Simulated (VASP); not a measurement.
Wanted: the native input for a VASP 6.6.1 run.

```yaml
Task: relaxation of cell and atoms
Functional: PBE
Potentials_or_basis: VASP PAW PBE potentials, release 64 (Zr_sv, O)
Cutoff: 600 eV
k_mesh: 6 × 6 × 4
Occupations: gaussian, width 0.1 eV
Spin: no spin polarisation
Dipole_correction: no
Further_INCAR_settings: ALGO = Normal; EDIFF = 1e-07; IBRION = 2; EDIFFG = -0.04; NSW = 90; ISIF = 3
```

The structure of ZrO5 lies in POSCAR:

```
ZrO5
1.0
    4.1472912200      0.0000000000      0.0000000000
   -2.0736456100      3.5916595500      0.0000000000
    0.0000000000      0.0000000000      4.1230867400
Zr O
1 5
Direct
    0.0000000000      0.0000000000      0.5000000000
    0.6700041300      0.0000000000      0.0000000000
    0.3299958700      0.3299958700      0.0000000000
    0.0000000000      0.6700041300      0.0000000000
    0.6666666700      0.3333333300      0.5000000000
    0.3333333300      0.6666666700      0.5000000000
```

The cell was built from a structure type or drawn by symmetry, and may not be a known phase.

One way to write it, as run:

INCAR

```
PREC = Accurate
ENCUT = 600
EDIFF = 1E-7
ISMEAR = 0
SIGMA = 0.1
LREAL = F
LASPH = T
NELM = 60
ALGO = Normal
ISIF = 3
LWAVE = F
LCHARG = F
GGA = PE
IBRION = 2
NSW = 90
EDIFFG = -0.04
```

KPOINTS

```
regular mesh
0
Gamma
  6 6 4
```

Potentials or basis: VASP PAW PBE potentials, release 64 (Zr_sv, O).

The run is started by

```console
$ cat potpaw_PBE.64/Zr_sv/POTCAR potpaw_PBE.64/O/POTCAR > POTCAR
$ mpirun -np 1 vasp_std > vasp.out
```

Results of the run:

The relaxed volume is 10.26 Å³/atom, the relaxed cell is a = 3.844 Å, b = 3.844 Å, c = 4.810 Å, α = 90.00°, β = 90.00°, γ = 120.00° and the space group after relaxing (to 0.1 Å) is P-62m (No. 189). The energy gained by relaxing is 382.3 meV/atom and the ionic steps are 22. The pressure after relaxing is -0.2 GPa, the largest force after relaxing is 0.032 eV/Å and the band gap on the k mesh is zero (bands 21 and 22 overlap by 0.98 eV).

Caveat: the k points lie up to 0.33 Å⁻¹ apart in the final cell, too coarse for converged energies and pressures of a metal; a cell axis changed by over 15 % at a fixed basis, so the end point is rough.

It took 14 min on 1 thread of Intel(R) Xeon(R) Platinum 8259CL CPU @ 2.50GHz (Skylake/Cascade Lake) (shared host), peak memory 0.23 GiB.
